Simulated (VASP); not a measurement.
Here is a VASP 6.6.1 calculation.

POSCAR

```
Cu2BiS2
1.0
    0.0000000000      3.8684620000      0.0000000000
    3.8684620000      0.0000000000      0.0000000000
    1.9342310000      1.9342310000     -6.8513590000
Bi Cu S
1 2 2
Direct
    0.0000000000      0.0000000000      0.0000000000
    0.7500000000      0.2500000000      0.5000000000
    0.2500000000      0.7500000000      0.5000000000
    0.3600000000      0.3600000000      0.2800000000
    0.6400000000      0.6400000000      0.7200000000
```

File INCAR.step1:

```
SYSTEM = Cu2BiS2
PREC = Accurate
ENCUT = 520
EDIFF = 1E-5
ISMEAR = -1
SIGMA = 0.0437
LREAL = .False.
LASPH = .True.
NELM = 80
ALGO = Normal
ISIF = 2
LWAVE = .True.
LCHARG = .False.
NBANDS = 32
GGA = PE
LUSENCCL = .False.
```

The input INCAR.step2:

```
SYSTEM = Cu2BiS2
PREC = Accurate
ENCUT = 520
EDIFF = 1E-6
ISMEAR = -1
SIGMA = 0.0437
LREAL = .False.
LASPH = .True.
NELM = 80
ALGO = Normal
ISIF = 2
LWAVE = .False.
LCHARG = .False.
GGA = PE
LHFCALC = .True.
HFSCREEN = 0.2079
PRECFOCK = Fast
NBANDS = 32
ISTART = 1
LUSENCCL = .False.
```

KPOINTS

```
Automatic mesh
0
Gamma
  3 3 3
  0 0 0
```

Potentials or basis: VASP PAW PBE potentials, release 64 (Bi_d, Cu, S).

Command:

```console
$ cat potpaw_PBE.64/Bi_d/POTCAR potpaw_PBE.64/Cu/POTCAR potpaw_PBE.64/S/POTCAR > POTCAR
$ cp INCAR.step1 INCAR
$ mpirun -np 1 vasp_std > vasp.out
$ cp INCAR.step2 INCAR
$ mpirun -np 1 vasp_std > vasp.out
```

Predict the pressure.

-7.0 GPa.

Estimate the largest force.

0.220 eV/Å.

Forces in eV/Å, atoms in the order of the input:
```
Bi   0.000  0.000  0.000
Cu   0.000  0.000  0.000
Cu   0.000  0.000  0.000
S    0.000  0.000  0.220
S    0.000  0.000 -0.220
```

Caveat: the k points lie up to 0.56 Å⁻¹ apart; the PAW data sets were made with another functional, which shifts forces and pressure a little.
